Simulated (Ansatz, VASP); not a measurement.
**AlGa3O6 in VASP and in Ansatz**

```
Al Ga O
1.0
     6.09626   -1.51101    0.01615
     6.09626    1.51101    0.01615
    -1.36864    0.00000    5.59926
Al Ga O
1 3 6
Direct
  0.08979 0.08979 0.79384
  0.90973 0.90973 0.20405
  0.65822 0.65822 0.31353
  0.34268 0.34268 0.68492
  0.16108 0.16108 0.10082
  0.83533 0.83533 0.88983
  0.17126 0.17126 0.56860
  0.82634 0.82634 0.43699
  0.49611 0.49611 0.25916
  0.50946 0.50946 0.74827
```

Alike in both runs: functional PBEsol; k mesh 8 × 8 × 4; occupations gaussian, width 0.02 eV; no spin polarisation.

Ansatz relaxed the structure, and its values are those at the end. VASP's run is a single point on that final structure, the one shown.

|  | VASP | Ansatz |
| --- | --- | --- |
| version | VASP 6.6.1 | Ansatz 0.2.0 |
| potentials or method | VASP PAW PBE potentials, release 64 (Al, Ga_d, O), cutoff 520 eV | scalar-relativistic, plane waves, PAW |
| valence electrons in the cell | 78 | 78 |

```tsv
	VASP	Ansatz	Ansatz less VASP
gap on the k mesh at the Fermi level (eV)	2.73	2.73	-0.003
least direct gap on the mesh (eV)	2.83	2.82	-0.005
pressure (GPa)	0.4	0.0	-0.35
rms of the force components (eV/Å)	0.009	0.001	-0.0079
```

VASP's potentials were made for PBE, not for PBEsol.
